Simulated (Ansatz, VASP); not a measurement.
**One calculation of MgS, two programs**

```xyz
2
Lattice="0.0000 2.3935 2.4976 2.3935 0.0000 2.4976 2.3935 2.3935 0.0000" Properties=species:S:1:pos:R:3 pbc="T T T"
Mg    0.0000    0.0000    0.0000
S     2.3935    2.3935    2.4976
```

Change from the starting cell: strain -0.080 along x and y, -0.040 along z, atoms carried along.

Alike in both runs: task single point; functional r2SCAN; k mesh 8 × 8 × 8; occupations gaussian, width 0.05 eV; no spin polarisation.

|  | VASP | Ansatz |
| --- | --- | --- |
| version | VASP 6.6.1 | Ansatz 0.2.0 |
| potentials or method | VASP PAW PBE potentials, release 64 (Mg, S), cutoff 520 eV | scalar-relativistic, plane waves, PAW |
| valence electrons in the cell | 8 | 16 |

```tsv
	VASP	Ansatz	Ansatz less VASP
gap on the k mesh at the Fermi level (eV)	3.66	3.67	+0.015
least direct gap on the mesh (eV)	5.91	5.92	+0.011
pressure (GPa)	25.1	25.6	+0.53
traceless stress, the component that is largest in VASP (GPa)	-7.70	-7.70	-0.007
```

VASP's potentials were made for PBE, not for r2SCAN. With one functional, cell and mesh, what is left measures potentials, basis and numerics. VASP's potentials hold 8 valence electrons a cell and Ansatz's 16, so a difference there can come from the potentials and not from the codes.
